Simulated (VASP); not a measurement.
# AlN (vib) (P6_3/mmc) in VASP: vibrations by perturbation theory with LDA

Aim: the vibrations by perturbation theory of AlN (vib) with LDA.

Everything below comes from runs of VASP 6.6.1. Logs are shortened: lines on timing, memory, paths and dates and some standing lists are left out, and cuts for length are marked.

### 1 The cell of the first run

It takes space group P6_3/mmc (No. 194, hexagonal). Conventional cell: a = 3.276 Å, b = 3.276 Å, c = 4.101 Å, α = 90.00°, β = 90.00°, γ = 120.00°. Al (site symmetry -6m2) has 5 N at 1.89 to 2.05 Å within 2.5 Å. Within 2.5 Å of N (site symmetry -6m2) lie 5 Al at 1.89 to 2.05 Å.

### 2 Vibrations by perturbation theory, LDA

INCAR

```
ALGO     = Normal         # electronic algorithm
EDIFF    = 1E-8           # SCF threshold, eV
ENCUT    = 600            # plane-wave cutoff, eV
GGA      = CA             # functional
GGA_COMPAT= F            
IBRION   = 8              # ionic algorithm
ISIF     = 2              # what is computed and relaxed
ISMEAR   = 0              # smearing method
LASPH    = T              # aspherical terms in the spheres
LCHARG   = F              # write CHGCAR
LEPSILON = T              # dielectric tensor by DFPT
LREAL    = F              # projectors in reciprocal space
LWAVE    = F              # write WAVECAR
NELM     = 120            # most SCF steps
NSW      = 1              # ionic steps
PREC     = Accurate       # precision mode
SIGMA    = 0.01           # smearing width, eV
```

KPOINTS

```
k-points
0
Gamma
  6 6 4
```

POSCAR

```
AlN
1.0
    3.2756596569      0.0000000000      0.0000000000
   -1.6378298285      2.8368044770      0.0000000000
    0.0000000000      0.0000000000      4.1006876265
Al N
2 2
Direct
    0.3333333333      0.6666666667      0.7500000000
    0.6666666667      0.3333333333      0.2500000000
    0.3333333333      0.6666666667      0.2500000000
    0.6666666667      0.3333333333      0.7500000000
```

Potentials or basis: VASP PAW LDA potentials, release 64 (Al, N).

Command:

```sh
$ cat potpaw_LDA.64/Al/POTCAR potpaw_LDA.64/N/POTCAR > POTCAR
$ mpirun -np 1 vasp_std > vasp.out
```

OUTCAR:

```text
EDIFF = 1E-8
   ENCUT = 600
   GGA = CA
   IBRION = 8
   ISIF = 2
   ISMEAR = 0
   LASPH = T
   LEPSILON = T
   LREAL = F
   NELM = 120
   NSW = 1
   PREC = Accurate

 ion  position               nearest neighbor table
   1  0.333  0.667  0.750-   4 1.89   4 1.89   4 1.89   3 2.05   3 2.05   2 2.79   2 2.79   2 2.79
                             2 2.79   2 2.79   2 2.79
   2  0.667  0.333  0.250-   3 1.89   3 1.89   3 1.89   4 2.05   4 2.05   1 2.79   1 2.79   1 2.79
                             1 2.79   1 2.79   1 2.79
   3  0.333  0.667  0.250-   2 1.89   2 1.89   2 1.89   1 2.05   1 2.05
   4  0.667  0.333  0.750-   1 1.89   1 1.89   1 1.89   2 2.05   2 2.05

  LATTYP: Found a hexagonal cell.
 ALAT       =     3.2756596569
 C/A-ratio  =     1.2518662059

  Lattice vectors:

 A1 = (   3.2756596569,   0.0000000000,   0.0000000000)
 A2 = (  -1.6378298285,   2.8368044770,   0.0000000000)
 A3 = (   0.0000000000,   0.0000000000,   4.1006876265)

Analysis of symmetry for initial positions (statically):
=====================================================================
 Subroutine PRICEL returns:
 Original cell was already a primitive cell.

 Routine SETGRP: Setting up the symmetry group for a
 hexagonal supercell.

 Subroutine GETGRP returns: Found 24 space group operations
 (whereof 12 operations were pure point group operations)
 out of a pool of 24 trial point group operations.

The static configuration has the point symmetry D_3d.
 The point group associated with its full space group is D_6h.

Analysis of symmetry for dynamics (positions and initial velocities):
=====================================================================
 Subroutine PRICEL returns:
 Original cell was already a primitive cell.

 Routine SETGRP: Setting up the symmetry group for a
 hexagonal supercell.

 Subroutine GETGRP returns: Found 24 space group operations
 (whereof 12 operations were pure point group operations)
 out of a pool of 24 trial point group operations.

The dynamic configuration has the point symmetry D_3d.
 The point group associated with its full space group is D_6h.

 Subroutine INISYM returns: Found 24 space group operations
 (whereof 12 operations are pure point group operations),
 and found     1 'primitive' translations

----------------------------------------------------------------------------------------

                                     Primitive cell

  volume of cell :      38.1053

  direct lattice vectors                    reciprocal lattice vectors
     3.275659657  0.000000000  0.000000000     0.305282021  0.176254657  0.000000000
    -1.637829828  2.836804477  0.000000000     0.000000000  0.352509314  0.000000000
     0.000000000  0.000000000  4.100687627     0.000000000  0.000000000  0.243861540

  length of vectors
     3.275659657  3.275659657  4.100687627     0.352509314  0.352509314  0.243861540

  position of ions in fractional coordinates (direct lattice)
     0.333333333  0.666666667  0.750000000
     0.666666667  0.333333333  0.250000000
     0.333333333  0.666666667  0.250000000
     0.666666667  0.333333333  0.750000000

  ion indices of the primitive-cell ions
[... 504 lines left out ...]
    -0.00000  0.00000 -0.00091

[... ionic steps 4 to 9 ...]

--------------------------------------- Ionic step       10  -------------------------------------------

------------------------ aborting loop because EDIFF is reached ----------------------------------------

[... ionic steps 11 to 11 ...]

--------------------------------------- Ionic step       12  -------------------------------------------

 Free energy of the ion-electron system (eV)
  ---------------------------------------------------
  ---------------------------------------------------
  free energy    TOTEN  =        -0.24690647 eV

  energy without entropy =       -0.24690647

------------------------ aborting loop because EDIFF is reached ----------------------------------------

 INTERNAL STRAIN TENSOR  FOR ION    3  DIRECTION 3   (eV/Angst):
 -----------------------------------------------------------------------------
    -0.00450 -0.00000  0.00000
    -0.00000 -0.00450  0.00000
    -0.00000 -0.00000  0.01564

 MACROSCOPIC STATIC DIELECTRIC TENSOR (including local field effects in DFT)
 ------------------------------------------------------
           4.440636    -0.000000     0.000000
          -0.000000     4.440636     0.000000
           0.000000    -0.000000     4.839679
 ------------------------------------------------------

 PIEZOELECTRIC TENSOR (including local field effects)  for field in x, y, z        (e  Angst)
          XX          YY          ZZ          XY          YZ          ZX
  --------------------------------------------------------------------------------
  x     0.00000     0.00000     0.00000     0.00000     0.00000     0.00000
  y     0.00000     0.00000     0.00000     0.00000     0.00000     0.00000
  z     0.00000     0.00000     0.00000     0.00000     0.00000     0.00000

 PIEZOELECTRIC TENSOR (including local field effects)  for field in x, y, z        (C/m^2)
          XX          YY          ZZ          XY          YZ          ZX
  --------------------------------------------------------------------------------
  x     0.00000     0.00000     0.00000     0.00000     0.00000     0.00000
  y     0.00000     0.00000     0.00000     0.00000     0.00000     0.00000
  z     0.00000     0.00000     0.00000     0.00000     0.00000     0.00000

 BORN EFFECTIVE CHARGES (including local field effects) (in |e|, cummulative output)
 ---------------------------------------------------------------------------------
 ion    1
    1     2.51416    -0.00000     0.00000
    2    -0.00000     2.51416     0.00000
    3     0.00000     0.00000     3.09490
 ion    2
    1     2.51416    -0.00000     0.00000
    2    -0.00000     2.51416     0.00000
    3     0.00000     0.00000     3.09490
 ion    3
    1    -2.51416     0.00000     0.00000
    2     0.00000    -2.51416     0.00000
    3     0.00000     0.00000    -3.09490
 ion    4
    1    -2.51416     0.00000     0.00000
    2     0.00000    -2.51416     0.00000
    3    -0.00000     0.00000    -3.09490

 INTERNAL STRAIN TENSOR FOR ION    4 for displacements in x,y,z  (eV/Angst):
          X           Y           Z          XY          YZ          ZX
  --------------------------------------------------------------------------------
  x    -0.00000     0.00000     0.00000    14.72688     0.00000     0.00000
  y    14.72688   -14.72688    -0.00000     0.00000     0.00000     0.00000
  z     0.00000     0.00000     0.00000     0.00000    -0.00000    -0.00000

 SECOND DERIVATIVES (NOT SYMMETRIZED)
 ------------------------------------
               1X          1Y          1Z          2X          2Y          2Z          3X          3Y          3Z          4X          4Y          4Z
  1X   -17.939166    0.000000    0.000000    1.697123   -0.000000    0.000000    2.422326   -0.000000    0.000000   13.819716   -0.000000    0.000000
  1Y     0.000000  -17.939166    0.000000   -0.000000    1.697123    0.000000   -0.000000    2.422326    0.000000   -0.000000   13.819716    0.000000
  1Z    -0.000000    0.000000  -10.301957    0.000000    0.000000    7.369445    0.000000    0.000000    0.992053   -0.000000    0.000000    1.940458
  2X     1.697123   -0.000000    0.000000  -17.939166    0.000000    0.000000   13.819716   -0.000000    0.000000    2.422326   -0.000000    0.000000
  2Y    -0.000000    1.697123    0.000000    0.000000  -17.939166    0.000000   -0.000000   13.819716    0.000000   -0.000000    2.422326    0.000000
  2Z     0.000000    0.000000    7.369445   -0.000000    0.000000  -10.301957   -0.000000    0.000000    1.940458    0.000000    0.000000    0.992053
  3X     2.423227   -0.000000    0.000000   13.820234   -0.000000    0.000000  -18.898791    0.000000    0.000000    2.655331   -0.000000    0.000000
  3Y    -0.000000    2.423227    0.000000   -0.000000   13.820234    0.000000    0.000000  -18.898791    0.000000   -0.000000    2.655331    0.000000
  3Z     0.000000    0.000000    0.922528    0.000000    0.000000    2.014968    0.000000    0.000000  -13.829807   -0.000000    0.000000   10.892311
  4X    13.820234   -0.000000    0.000000    2.423227   -0.000000    0.000000    2.655331   -0.000000    0.000000  -18.898791    0.000000    0.000000
  4Y    -0.000000   13.820234    0.000000   -0.000000    2.423227    0.000000   -0.000000    2.655331    0.000000    0.000000  -18.898791    0.000000
  4Z     0.000000    0.000000    2.014968    0.000000    0.000000    0.922528   -0.000000    0.000000   10.892311    0.000000    0.000000  -13.829807

 Eigenvectors and eigenvalues of the dynamical matrix
 ----------------------------------------------------

   1 f  =   21.244992 THz   133.486222 2PiTHz  708.656654 cm-1    87.862188 meV
             X         Y         Z           dx          dy          dz
     -0.000000  1.891203  3.075516    -0.282163    0.167661   -0.000000
      1.637830  0.945601  1.025172     0.282163   -0.167661   -0.000000
     -0.000000  1.891203  1.025172    -0.538436    0.319937    0.000000
      1.637830  0.945601  3.075516     0.538436   -0.319937   -0.000000
[... 71 lines left out ...]
  12 f/i=    0.003552 THz     0.022318 2PiTHz    0.118483 cm-1     0.014690 meV
             X         Y         Z           dx          dy          dz
     -0.000000  1.891203  3.075516    -0.000000   -0.000000    0.573909
      1.637830  0.945601  1.025172    -0.000000   -0.000000    0.573909
     -0.000000  1.891203  1.025172    -0.000000   -0.000000    0.413071
      1.637830  0.945601  3.075516    -0.000000   -0.000000    0.413071

--------------------------------------------------------------------------------------------------------

 MACROSCOPIC STATIC DIELECTRIC TENSOR IONIC CONTRIBUTION
 ------------------------------------------------------
           3.696057    -0.000000     0.000000
          -0.000000     3.696057     0.000000
           0.000000     0.000000    30.995250
 ------------------------------------------------------

 ELASTIC MODULI CONTR FROM IONIC RELAXATION (kBar)
 Direction    XX          YY          ZZ          XY          YZ          ZX
 --------------------------------------------------------------------------------
 XX        -933.9767    933.9767      0.0000      0.0000      0.0000      0.0000
 YY         933.9767   -933.9767     -0.0000      0.0000     -0.0000     -0.0000
 ZZ           0.0000     -0.0000     -0.0000     -0.0000     -0.0000     -0.0000
 XY           0.0000      0.0000     -0.0000   -933.9767     -0.0000     -0.0000
 YZ           0.0000     -0.0000     -0.0000     -0.0000     -0.0000     -0.0000
 ZX           0.0000     -0.0000     -0.0000     -0.0000     -0.0000     -0.0000
 --------------------------------------------------------------------------------

 PIEZOELECTRIC TENSOR IONIC CONTR  for field in x, y, z        (C/m^2)
          XX          YY          ZZ          XY          YZ          ZX
  --------------------------------------------------------------------------------
  x     0.00000    -0.00000    -0.00000    -0.00000    -0.00000    -0.00000
  y    -0.00000     0.00000    -0.00000    -0.00000    -0.00000    -0.00000
  z    -0.00000     0.00000    -0.00000    -0.00000     0.00000    -0.00000
```

It took 3.6 min on 1 thread of Intel Xeon Platinum 8375C at 2.90GHz (Ice Lake), shared host; peak memory 0.23 GiB.

Results:

```
Electronic dielectric tensor (diagonal)                 : 4.44, 4.44, 4.84
Born charges (mean of the diagonal)                     : Al +2.71; N -2.71 e
Highest phonon frequency at Γ, LO-TO splitting left out : 709 cm⁻¹
```

Phonon frequencies in cm⁻¹ (negative: imaginary):
| q point | frequencies |
| --- | --- |
| (0.000, 0.000, 0.000) | 0 0 0 294 338 338 421 692 692 693 709 709 |

Electronic dielectric tensor:
```
4.44 0.00 0.00
0.00 4.44 0.00
0.00 0.00 4.84
```

Born effective charge tensors (e):
atom 1, Al
```
2.51 0.00 0.00
0.00 2.51 0.00
0.00 0.00 3.09
```
atom 2, Al
```
2.51 0.00 0.00
0.00 2.51 0.00
0.00 0.00 3.09
```
atom 3, N
```
-2.51  0.00  0.00
 0.00 -2.51  0.00
 0.00  0.00 -3.09
```
atom 4, N
```
-2.51  0.00  0.00
 0.00 -2.51  0.00
 0.00  0.00 -3.09
```

Caveat: the k points lie up to 0.38 Å⁻¹ apart.
